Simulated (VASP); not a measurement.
# MoS2 (P-1) in VASP: single point with LDA

Aim: the single point of MoS2 with LDA.

Program: VASP 6.6.1. These are calculated values, not measurements. Logs are shortened: lines on timing, memory, paths and dates and some standing lists are left out, and cuts for length are marked.

### Step 1. The cell of the first run

The typed cell holds 6 atoms: a = 3.162 Å, b = 3.202 Å, c = 12.298 Å, α = 90.62°, β = 91.71°, γ = 121.27°.

### Step 2. Single point, LDA (equal xy, yz and zx shear strains of -3 %)

Input file INCAR:

```
SYSTEM = MoS2
PREC = Accurate
ENCUT = 520
EDIFF = 1E-6
ISMEAR = -1
SIGMA = 0.03
LREAL = .FALSE.
LASPH = .TRUE.
NELM = 80
ALGO = Normal
ISIF = 2
LWAVE = .FALSE.
LCHARG = .FALSE.
NBANDS = 35
```

Input file KPOINTS:

```
Automatic mesh
0
G
  10 10 3
  0 0 0
```

Input file POSCAR:

```
MoS2
1.0
    3.1610016016     -0.0474150240     -0.0474150240
   -1.6215634161      2.7612152004     -0.0173551033
   -0.1844250000     -0.1844250000     12.2950000000
Mo S
2 4
Direct
    0.3333333333      0.6666666667      0.2500000000
    0.6666666667      0.3333333333      0.7500000000
    0.3333333333      0.6666666667      0.6275000000
    0.6666666667      0.3333333333      0.1275000000
    0.3333333333      0.6666666667      0.8725000000
    0.6666666667      0.3333333333      0.3725000000
```

Potentials or basis: VASP PAW LDA potentials, release 64 (Mo_sv, S).

Run with:

```
cat potpaw_LDA.64/Mo_sv/POTCAR potpaw_LDA.64/S/POTCAR > POTCAR
mpirun -np 1 vasp_std > vasp.out
```

OUTCAR:

```text
SYSTEM = MoS2
   PREC = Accurate
   ENCUT = 520
   EDIFF = 1E-6
   ISMEAR = -1
   LREAL = .FALSE.
   LASPH = .TRUE.
   NELM = 80
   ISIF = 2

 ion  position               nearest neighbor table
   1  0.333  0.667  0.250-   4 2.30   6 2.33   6 2.37   6 2.40   4 2.40   4 2.40
   2  0.667  0.333  0.750-   5 2.30   3 2.33   3 2.37   3 2.40   5 2.40   5 2.40
   3  0.333  0.667  0.627-   2 2.33   2 2.37   2 2.40
   4  0.667  0.333  0.127-   1 2.30   1 2.40   1 2.40
   5  0.333  0.667  0.873-   2 2.30   2 2.40   2 2.40
   6  0.667  0.333  0.373-   1 2.33   1 2.37   1 2.40

  LATTYP: Found a triclinic cell.
 ALAT       =     3.1207012824
 B/A-ratio  =     1.0131417463
 C/A-ratio  =     3.9407059347
 COS(alpha) =     0.0297616073
 COS(beta)  =     0.0411893907
 COS(gamma) =     0.4804578458

  Lattice vectors:

 A1 = (   1.5394381855,   2.7138001764,  -0.0647701273)
 A2 = (   3.1610016016,  -0.0474150240,  -0.0474150240)
 A3 = (   0.1844250000,   0.1844250000, -12.2950000000)

Analysis of symmetry for initial positions (statically):
=====================================================================
 Subroutine PRICEL returns:
 Original cell was already a primitive cell.

 Routine SETGRP: Setting up the symmetry group for a
 triclinic supercell.

 Subroutine GETGRP returns: Found  2 space group operations
 (whereof  2 operations were pure point group operations)
 out of a pool of  2 trial point group operations.

The static configuration has the point symmetry S_2 .

Analysis of symmetry for dynamics (positions and initial velocities):
=====================================================================
 Subroutine PRICEL returns:
 Original cell was already a primitive cell.

 Routine SETGRP: Setting up the symmetry group for a
 triclinic supercell.

 Subroutine GETGRP returns: Found  2 space group operations
 (whereof  2 operations were pure point group operations)
 out of a pool of  2 trial point group operations.

The dynamic configuration has the point symmetry S_2 .

 Subroutine INISYM returns: Found  2 space group operations
 (whereof  2 operations are pure point group operations),
 and found     1 'primitive' translations
[... 97 lines left out ...]
   ISPIN  =      1    spin polarized calculation?
   LNONCOLLINEAR =      F non collinear calculations
   LSORBIT =      F    spin-orbit coupling
   LASPH  =      T    aspherical Exc in radial PAW
   ENCUT  =  520.0 eV  38.22 Ry    6.18 a.u.   5.88  5.95 22.87*2*pi/ulx,y,z
   NELM   =     80;   NELMIN=  2; NELMDL= -5     # of ELM steps
   EDIFF  = 0.1E-05   stopping-criterion for ELM
   LREAL  =      F    real-space projection
   EDIFFG = 0.1E-04   stopping-criterion for IOM
   NSW    =      0    number of steps for IOM
   IBRION =     -1    ionic relax: 0-MD 1-quasi-New 2-CG
   NFREE  =      0    steps in history (QN), initial steepest desc. (CG)
   ISIF   =      2    stress and relaxation
   ISYM   =      2    0-nonsym 1-usesym 2-fastsym
   POTIM  = 0.5000    time-step for ionic-motion
   TEBEG  =    0.0;   TEEND  =   0.0 temperature during run
   PSTRESS=    0.0 pullay stress
   NELECT =      52.0000    total number of electrons
   NUPDOWN=      -1.0000    fix difference up-down
   EMIN   =  10.00;   EMAX   =-10.00  energy-range for DOS
   EFERMI =   0.00;   METHOD = LEGACY
   ISMEAR =    -1;   SIGMA  =   0.03  broadening in eV -4-tet -1-fermi 0-gaus
   EFERMI_NEDOS =   21; number of points for ismear=-14 and -15
   IALGO  =     38    algorithm
   IMIX   =      4    mixing-type and parameters
     AMIX     =   0.40;   BMIX     =  1.00
     AMIX_MAG =   1.60;   BMIX_MAG =  1.00
  volume/ion in A,a.u.               =      17.72       119.58
  Fermi-wavevector in a.u.,A,eV,Ry     =   1.289848  2.437459 22.636113  1.663707
  Thomas-Fermi vector in A             =   2.421716
   LORBIT       =      0    0 simple, 1 ext, 2 COOP (PROOUT), +10 PAW based schemes
   GGA     = CA    functional components
   LHFCALC =     F    Hartree Fock is set to
   AEXX    =    0.0000 exact exchange contribution
   IVDW    =     0    specifies the selected vdW correction
   LEPSILON=     F    determine dielectric tensor
   LRPA    =     F    only Hartree local field effects (RPA)
 non-spin polarized calculation
  energy-cutoff  :      520.00
  volume of cell :      106.32
 maximum number of plane-waves:      2894
   NGX = 11   NGY = 11   NGZ = 45

 number of electron      52.0000001 magnetization

 Free energy of the ion-electron system (eV)
  ---------------------------------------------------
  ext. energy  EPLUGINS =         0.00000000
  ---------------------------------------------------
  free energy    TOTEN  =       -48.74905023 eV

  energy without entropy =      -48.74905019  energy(sigma->0) =      -48.74905021

 E-fermi :   7.9805     XC(G=0): -11.0918

 val. band max:        7.6201106553   @ k =   0.0000   0.0000   0.0000
 cond. band min:       8.4075135447   @ k =   0.3000   0.4000   0.0000
 fundamental gap:      0.7874028894
 Fermi energy:         7.9805382751

 k-point     1 :       0.0000    0.0000    0.0000
  band No.  band energies     occupation
      1     -53.6952      2.00000
      2     -53.6952      2.00000
      3     -28.0772      2.00000
      4     -28.0771      2.00000
      5     -27.8638      2.00000
      6     -27.8638      2.00000
[... 901 lines left out ...]
     34      11.2345      0.00000
     35      15.4103      0.00000

 [... further k-points ...]

------------------------ aborting loop because EDIFF is reached ----------------------------------------

  FORCE on cell =-STRESS in cart. coord.  units (eV):
  Direction    XX          YY          ZZ          XY          YZ          ZX
  --------------------------------------------------------------------------------------
  -------------------------------------------------------------------------------------
  Total       -0.4247122     -0.3841844      4.0855656      1.8219300      3.0789732      3.0827086
  in kB       -6.4001905     -5.7894573     61.5673354     27.4555308     46.3985144     46.4548051
  external PRESSURE =      16.4592292 kB  Pullay stress =       0.0000000 kB

 VOLUME and BASIS-vectors are now :
 -----------------------------------------------------------------------------
  energy-cutoff  :      520.00
  volume of cell :      106.32
      direct lattice vectors                 reciprocal lattice vectors
     3.161001602 -0.047415024 -0.047415024     0.319282729  0.187551167  0.007602508
    -1.621563416  2.761215200 -0.017355103     0.005565422  0.365462740  0.005565422
    -0.184425000 -0.184425000 12.295000000     0.001239153  0.001239153  0.081371050

 POSITION                                       TOTAL-FORCE (eV/Angst)
 -----------------------------------------------------------------------------------
     -0.07348      1.77890      3.04637         0.325624      0.016081      0.075805
      1.42849      0.75048      9.18385        -0.325624     -0.016081     -0.075805
     -0.14310      1.70928      7.68774        -0.327140     -0.484609     -0.779801
      1.54330      0.86528      1.53022        -0.659230     -0.500745     -0.857592
     -0.18829      1.66409     10.70001         0.659230      0.500745      0.857592
      1.49811      0.82010      4.54249         0.327140      0.484609      0.779801
 -----------------------------------------------------------------------------------
    total drift:                                0.000000     -0.000000     -0.000000

  FREE ENERGIE OF THE ION-ELECTRON SYSTEM (eV)
  ---------------------------------------------------
  free  energy   TOTEN  =       -48.7490502255 eV

  energy  without entropy=      -48.7490501890  energy(sigma->0) =      -48.74905021
```

OSZICAR:

```text
N       E                     dE             d eps       ncg     rms          rms(c)
DAV:   1     0.467646737272E+03    0.46765E+03   -0.29020E+04 11680   0.142E+03
DAV:   2    -0.256295868901E+02   -0.49328E+03   -0.47731E+03 12495   0.383E+02
DAV:   3    -0.511309630979E+02   -0.25501E+02   -0.25030E+02 12797   0.791E+01
DAV:   4    -0.516442764881E+02   -0.51331E+00   -0.51202E+00 12640   0.113E+01
DAV:   5    -0.516534323697E+02   -0.91559E-02   -0.91539E-02 12628   0.154E+00    0.384E+01
DAV:   6    -0.493833858885E+02    0.22700E+01   -0.11301E+01 12088   0.229E+01    0.122E+01
DAV:   7    -0.490220051813E+02    0.36138E+00   -0.41775E+00 11949   0.142E+01    0.942E+00
DAV:   8    -0.487509832134E+02    0.27102E+00   -0.65514E-01 12298   0.589E+00    0.230E+00
DAV:   9    -0.487530510931E+02   -0.20679E-02   -0.54367E-02 12005   0.112E+00    0.886E-01
DAV:  10    -0.487493133329E+02    0.37378E-02   -0.20135E-02 11862   0.965E-01    0.293E-01
DAV:  11    -0.487491348625E+02    0.17847E-03   -0.13264E-03 11756   0.233E-01    0.108E-01
DAV:  12    -0.487490617593E+02    0.73103E-04   -0.19061E-04 11849   0.693E-02    0.766E-02
DAV:  13    -0.487490511640E+02    0.10595E-04   -0.11455E-04 12386   0.546E-02    0.212E-02
DAV:  14    -0.487490501227E+02    0.10413E-05   -0.77967E-06 10416   0.166E-02    0.145E-02
DAV:  15    -0.487490502255E+02   -0.10277E-06   -0.17787E-06  6787   0.622E-03
   1 F= -.48749050E+02 E0= -.48749050E+02  d E =-.364455E-07
```

Wall time 7 min (1 thread of Intel Xeon Platinum 8124M at 3.00GHz (Skylake/Cascade Lake), shared host); peak memory 0.5 GiB.

What came out:

```
Free energy            : -48.7491 eV
Pressure               : 1.6 GPa
Largest force          : 1.192 eV/Å
Band gap on the k mesh : 0.79 eV (least direct gap 1.78 eV)
```

Forces in eV/Å, atoms in the order of the input:
```
Mo   0.326  0.016  0.076
Mo  -0.326 -0.016 -0.076
S   -0.327 -0.485 -0.780
S   -0.659 -0.501 -0.858
S    0.659  0.501  0.858
S    0.327  0.485  0.780
```

Stress tensor (GPa, compression positive):
```
-0.64  2.75  4.65
 2.75 -0.58  4.64
 4.65  4.64  6.16
```

Caveat: the cell differs from its parent crystal (equal xy, yz and zx shear strains of -3 %); the stress differs along the axes, from -1 to 6 GPa; forces of over 1 eV/Å act on the atoms, so gaps and moduli don't describe the material at rest.
